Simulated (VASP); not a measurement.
# BaO (rock salt type) (Fm-3m) in VASP: single point with HSE06

Aim: the single point of BaO (rock salt type) with HSE06.

Program: VASP 6.6.1. These are calculated values, not measurements. Logs are shortened: lines on timing, memory, paths and dates and some standing lists are left out, and cuts for length are marked.

## 1. The cell of the first run

Symmetry: Fm-3m, No. 225, cubic system. The conventional cell has a = 5.590 Å, b = 5.590 Å, c = 5.590 Å, α = 90.00°, β = 90.00°, γ = 90.00°. Within 3.7 Å of Ba (site symmetry m-3m) lie 6 O at 2.79 Å. O (site symmetry m-3m) has 6 Ba at 2.79 Å within 3.7 Å.

## 2. Single point, HSE06

POSCAR reads:

```
BaO
1.0
    0.0000000000      2.7950000000      2.7950000000
    2.7950000000      0.0000000000      2.7950000000
    2.7950000000      2.7950000000      0.0000000000
Ba O
1 1
Direct
    0.0000000000      0.0000000000      0.0000000000
    0.5000000000      0.5000000000      0.5000000000
```

INCAR.step1 reads:

```
PREC     = Accurate       # precision mode
ENCUT    = 520            # plane-wave cutoff, eV
EDIFF    = 1E-5           # SCF threshold, eV
ISMEAR   = -1             # smearing method
SIGMA    = 0.02           # smearing width, eV
LREAL    = False          # projectors in reciprocal space
LASPH    = True           # aspherical terms in the spheres
NELM     = 120            # most SCF steps
ALGO     = Normal         # electronic algorithm
ISIF     = 2              # what is computed and relaxed
LWAVE    = True           # write WAVECAR
LCHARG   = False          # write CHGCAR
GGA      = PE             # functional
NBANDS   = 15             # bands
GGA_COMPAT= False
```

INCAR.step2 reads:

```
PREC     = Accurate       # precision mode
ENCUT    = 520            # plane-wave cutoff, eV
EDIFF    = 1E-6           # SCF threshold, eV
ISMEAR   = -1             # smearing method
SIGMA    = 0.02           # smearing width, eV
LREAL    = False          # projectors in reciprocal space
LASPH    = True           # aspherical terms in the spheres
NELM     = 120            # most SCF steps
ALGO     = Normal         # electronic algorithm
ISIF     = 2              # what is computed and relaxed
LWAVE    = False          # write WAVECAR
LCHARG   = False          # write CHGCAR
GGA      = PE             # functional
LHFCALC  = True           # exact exchange
HFSCREEN = 0.2079         # screening, 1/A
PRECFOCK = Normal       
ISTART   = 1            
NBANDS   = 15             # bands
GGA_COMPAT= False
```

KPOINTS reads:

```
regular mesh
0
Gamma
  6 6 6
```

Potentials or basis: VASP PAW PBE potentials, release 64 (Ba_sv, O).

Launch:

```console
cat potpaw_PBE.64/Ba_sv/POTCAR potpaw_PBE.64/O/POTCAR > POTCAR
cp INCAR.step1 INCAR
mpirun -np 1 vasp_std > vasp.out
cp INCAR.step2 INCAR
mpirun -np 1 vasp_std > vasp.out
```

OUTCAR:

```text
PREC = Accurate
   ENCUT = 520
   EDIFF = 1E-6
   ISMEAR = -1
   LREAL = False
   LASPH = True
   NELM = 120
   ISIF = 2
   GGA = PE
   LHFCALC = True
   HFSCREEN = 0.2079
   PRECFOCK = Normal
   ISTART = 1

 ion  position               nearest neighbor table
   1  0.000  0.000  0.000-   2 2.79   2 2.79   2 2.79   2 2.79   2 2.79   2 2.79
   2  0.500  0.500  0.500-   1 2.79   1 2.79   1 2.79   1 2.79   1 2.79   1 2.79

  LATTYP: Found a face centered cubic cell.
 ALAT       =     5.5900000000

  Lattice vectors:

 A1 = (   0.0000000000,   2.7950000000,   2.7950000000)
 A2 = (   2.7950000000,   0.0000000000,   2.7950000000)
 A3 = (   2.7950000000,   2.7950000000,   0.0000000000)

Analysis of symmetry for initial positions (statically):
=====================================================================
 Subroutine PRICEL returns:
 Original cell was already a primitive cell.

 Routine SETGRP: Setting up the symmetry group for a
 face centered cubic supercell.

 Subroutine GETGRP returns: Found 48 space group operations
 (whereof 48 operations were pure point group operations)
 out of a pool of 48 trial point group operations.

The static configuration has the point symmetry O_h .

Analysis of symmetry for dynamics (positions and initial velocities):
=====================================================================
 Subroutine PRICEL returns:
 Original cell was already a primitive cell.

 Routine SETGRP: Setting up the symmetry group for a
 face centered cubic supercell.

 Subroutine GETGRP returns: Found 48 space group operations
 (whereof 48 operations were pure point group operations)
 out of a pool of 48 trial point group operations.

The dynamic configuration has the point symmetry O_h .

 Subroutine INISYM returns: Found 48 space group operations
 (whereof 48 operations are pure point group operations),
 and found     1 'primitive' translations

----------------------------------------------------------------------------------------

                                     Primitive cell

  volume of cell :      43.6692

  direct lattice vectors                    reciprocal lattice vectors
     0.000000000  2.795000000  2.795000000    -0.178890877  0.178890877  0.178890877
     2.795000000  0.000000000  2.795000000     0.178890877 -0.178890877  0.178890877
     2.795000000  2.795000000  0.000000000     0.178890877  0.178890877 -0.178890877

  length of vectors
     3.952726907  3.952726907  3.952726907     0.309848087  0.309848087  0.309848087

  position of ions in fractional coordinates (direct lattice)
     0.000000000  0.000000000  0.000000000
     0.500000000  0.500000000  0.500000000

  ion indices of the primitive-cell ions
   primitive index   ion index
                 1           1
                 2           2

----------------------------------------------------------------------------------------

 KPOINTS: regular mesh

Automatic generation of k-mesh.
 Grid dimensions read from file:
 generate k-points for:    6    6    6

 Generating k-lattice:

  Cartesian coordinates                     Fractional coordinates (reciprocal lattice)
    -0.029815146  0.029815146  0.029815146     0.166666667  0.000000000  0.000000000
     0.029815146 -0.029815146  0.029815146     0.000000000  0.166666667  0.000000000
     0.029815146  0.029815146 -0.029815146     0.000000000  0.000000000  0.166666667

  Length of vectors
     0.051641348  0.051641348  0.051641348

  Shift w.r.t. Gamma in fractional coordinates (k-lattice)
     0.000000000  0.000000000  0.000000000

 Subroutine IBZKPT returns following result:
 ===========================================

 Found     16 irreducible k-points:

 Following reciprocal coordinates:
            Coordinates               Weight
  0.000000  0.000000  0.000000      1.000000
  0.166667  0.000000  0.000000      8.000000
  0.333333  0.000000  0.000000      8.000000
  0.500000  0.000000  0.000000      4.000000
  0.166667  0.166667  0.000000      6.000000
  0.333333  0.166667  0.000000     24.000000
[... 8 lines left out ...]
 -0.333333  0.333333  0.166667     24.000000
 -0.333333  0.500000  0.166667     12.000000
   k-points           NKPTS =     16   k-points in BZ     NKDIM =    216   number of bands    NBANDS=     15
   number of dos      NEDOS =    301   number of ions     NIONS =      2
   total plane-waves  NPLWV =  27000
   dimension x,y,z NGX =    30 NGY =   30 NGZ =   30
   dimension x,y,z NGXF=    60 NGYF=   60 NGZF=   60
   ions per type =               1   1
   NGX,Y,Z   is equivalent  to a cutoff of  12.62, 12.62, 12.62 a.u.
   NGXF,Y,Z  is equivalent  to a cutoff of  25.24, 25.24, 25.24 a.u.
 SYSTEM =  unknown system
   PREC   = accura    normal or accurate (medium, high low for compatibility)
   ISTART =      1    job   : 0-new  1-cont  2-samecut
   ICHARG =      0    charge: 1-file 2-atom 10-const
   ISPIN  =      1    spin polarized calculation?
   LNONCOLLINEAR =      F non collinear calculations
   LSORBIT =      F    spin-orbit coupling
   LASPH  =      T    aspherical Exc in radial PAW
   ENCUT  =  520.0 eV  38.22 Ry    6.18 a.u.   7.35  7.35  7.35*2*pi/ulx,y,z
   NELM   =    120;   NELMIN=  2; NELMDL=  0     # of ELM steps
   EDIFF  = 0.1E-05   stopping-criterion for ELM
   LREAL  =      F    real-space projection
   EDIFFG = 0.1E-04   stopping-criterion for IOM
   NSW    =      0    number of steps for IOM
   IBRION =     -1    ionic relax: 0-MD 1-quasi-New 2-CG
   NFREE  =      0    steps in history (QN), initial steepest desc. (CG)
   ISIF   =      2    stress and relaxation
   ISYM   =      3    0-nonsym 1-usesym 2-fastsym
   POTIM  = 0.5000    time-step for ionic-motion
   TEBEG  =    0.0;   TEEND  =   0.0 temperature during run
   PSTRESS=    0.0 pullay stress
   NELECT =      16.0000    total number of electrons
   NUPDOWN=      -1.0000    fix difference up-down
   EMIN   =  10.00;   EMAX   =-10.00  energy-range for DOS
   EFERMI =   0.00;   METHOD = LEGACY
   ISMEAR =    -1;   SIGMA  =   0.02  broadening in eV -4-tet -1-fermi 0-gaus
   EFERMI_NEDOS =   21; number of points for ismear=-14 and -15
   IALGO  =     38    algorithm
   IMIX   =      1    mixing-type and parameters
     AMIX     =   0.40;   BMIX     =  1.00
     AMIX_MAG =   1.60;   BMIX_MAG =  1.00
  volume/ion in A,a.u.               =      21.83       147.35
  Fermi-wavevector in a.u.,A,eV,Ry     =   1.171448  2.213716 18.671145  1.372290
  Thomas-Fermi vector in A             =   2.307892
   LORBIT       =      0    0 simple, 1 ext, 2 COOP (PROOUT), +10 PAW based schemes
   GGA     = PE    functional components
   LHFCALC =     T    Hartree Fock is set to
   PRECFOCK=normal    Normal, Fast or Accurate (Low or Medium for compatibility)
   ENCUT4O =  -1.0   cutoff for four orbital integrals eV
   NKREDX  =     1    reduce k-point grid by
   NKREDY  =     1    reduce k-point grid by
   NKREDZ  =     1    reduce k-point grid by
   AEXX    =    0.2500 exact exchange contribution
   HFSCREEN=    0.2079 screening length (either q_TF or 0.3 A-1)
   HFSCREENC=   0.2079 screening length for correlation (either q_TF or 0.3 A-1)
   ENCUTFOCK=  -1.0 apply spherical cutoff to Coloumb kernel
   IVDW    =     0    specifies the selected vdW correction
   LEPSILON=     F    determine dielectric tensor
   LRPA    =     F    only Hartree local field effects (RPA)
 non-spin polarized calculation
  energy-cutoff  :      520.00
  volume of cell :       43.67
 maximum number of plane-waves:      1243
 NGX is ok and might be reduce to    30
  NGX = 24; NGY = 24; NGZ = 24

 number of electron      16.0000002 magnetization

 Free energy of the ion-electron system (eV)
  ---------------------------------------------------
  ext. energy  EPLUGINS =         0.00000000
  ---------------------------------------------------
  free energy    TOTEN  =       -13.86162338 eV

  energy without entropy =      -13.86162338  energy(sigma->0) =      -13.86162338

 E-fermi :   1.2036     XC(G=0):  -7.8544

 val. band max:        0.7392719662   @ k =   0.5000   0.5000   0.0000
 cond. band min:       4.0761567298   @ k =   0.5000   0.5000   0.0000
 fundamental gap:      3.3368847636
 Fermi energy:         1.2035517851

 k-point     1 :       0.0000    0.0000    0.0000
  band No.  band energies     occupation
      1     -26.6690      2.00000
      2     -15.6914      2.00000
      3     -10.1374      2.00000
      4     -10.1374      2.00000
      5     -10.1374      2.00000
      6       0.4224      2.00000
      7       0.4224      2.00000
      8       0.4224      2.00000
      9       5.4899      0.00000
     10       6.8577      0.00000
     11       6.8577      0.00000
     12       6.8577      0.00000
     13       9.1298      0.00000
     14       9.1298      0.00000
     15      12.0970      0.00000

 k-point     2 :       0.1667    0.0000    0.0000
  band No.  band energies     occupation
      1     -26.6071      2.00000
      2     -15.8488      2.00000
      3     -10.2085      2.00000
      4     -10.1649      2.00000
      5     -10.1649      2.00000
      6      -0.0996      2.00000
      7       0.0957      2.00000
      8       0.0957      2.00000
      9       6.4595      0.00000
     10       6.7868      0.00000
     11       7.3732      0.00000
     12       7.3732      0.00000
     13       9.8272      0.00000
     14       9.8272      0.00000
     15      13.7153      0.00000
[... 221 lines left out ...]
      3     -10.9821      2.00000
      4     -10.9745      2.00000
      5     -10.2381      2.00000
      6      -0.6785      2.00000
      7       0.1887      2.00000
      8       0.2200      2.00000
      9       6.8811      0.00000
     10       7.1316      0.00000
     11       9.5014      0.00000
     12      10.8029      0.00000
     13      12.2233      0.00000
     14      14.0356      0.00000
     15      14.6908      0.00000

 k-point    16 :      -0.3333    0.5000    0.1667
  band No.  band energies     occupation
      1     -26.3425      2.00000
      2     -15.9853      2.00000
      3     -11.4048      2.00000
      4     -10.9595      2.00000
      5     -10.3473      2.00000
      6      -0.3089      2.00000
      7       0.5282      2.00000
      8       0.6268      2.00000
      9       5.3789      0.00000
     10       8.3582      0.00000
     11       8.8092      0.00000
     12      11.8111      0.00000
     13      12.0186      0.00000
     14      14.2378      0.00000
     15      14.5393      0.00000

------------------------ aborting loop because EDIFF is reached ----------------------------------------

  FORCE on cell =-STRESS in cart. coord.  units (eV):
  Direction    XX          YY          ZZ          XY          YZ          ZX
  --------------------------------------------------------------------------------------
  -------------------------------------------------------------------------------------
  Total       -0.2125027     -0.2125027     -0.2125027      0.0000000      0.0000000      0.0000000
  in kB       -7.7964974     -7.7964974     -7.7964974      0.0000000      0.0000000      0.0000000
  external PRESSURE =      -7.7964974 kB  Pullay stress =       0.0000000 kB

 VOLUME and BASIS-vectors are now :
 -----------------------------------------------------------------------------
  energy-cutoff  :      520.00
  volume of cell :       43.67
      direct lattice vectors                 reciprocal lattice vectors
     0.000000000  2.795000000  2.795000000    -0.178890877  0.178890877  0.178890877
     2.795000000  0.000000000  2.795000000     0.178890877 -0.178890877  0.178890877
     2.795000000  2.795000000  0.000000000     0.178890877  0.178890877 -0.178890877

 POSITION                                       TOTAL-FORCE (eV/Angst)
 -----------------------------------------------------------------------------------
      0.00000      0.00000      0.00000        -0.000000     -0.000000      0.000000
      2.79500      2.79500      2.79500         0.000000      0.000000     -0.000000
 -----------------------------------------------------------------------------------
    total drift:                               -0.000000     -0.000000     -0.000000

  FREE ENERGIE OF THE ION-ELECTRON SYSTEM (eV)
  ---------------------------------------------------
  free  energy   TOTEN  =       -13.8616233808 eV

  energy  without entropy=      -13.8616233808  energy(sigma->0) =      -13.86162338
```

Run time: 42 min. Hardware: 1 thread of AMD EPYC 7R13 (Zen 3), shared host; peak memory 0.26 GiB.

What came out:

* Free energy: -13.8616 eV
* Pressure: -0.8 GPa
* Band gap on the k mesh: 3.34 eV

Levels at points of the mesh, in eV from the valence-band top:
| k point | band 4 | band 5 | band 6 | band 7 | band 8 | band 9 | band 10 | band 11 | band 12 | band 13 |
| --- | --- | --- | --- | --- | --- | --- | --- | --- | --- | --- |
| (0.00, 0.00, 0.00) | -10.88 | -10.88 | -0.32 | -0.32 | -0.32 | 4.75 | 6.12 | 6.12 | 6.12 | 8.39 |
| (0.50, 0.00, 0.00) | -10.98 | -10.98 | -1.97 | -1.46 | -1.46 | 6.33 | 8.66 | 8.66 | 9.43 | 12.08 |
| (0.50, 0.50, 0.00) | -11.46 | -11.46 | -0.14 | -0.14 | 0.00 | 3.34 | 7.36 | 10.38 | 10.78 | 11.26 |

Caveat: the PAW data sets were made with another functional, which shifts forces and pressure a little; spin-orbit coupling is left out, which moves the levels of the heavy elements. A k mesh can miss the band edges.
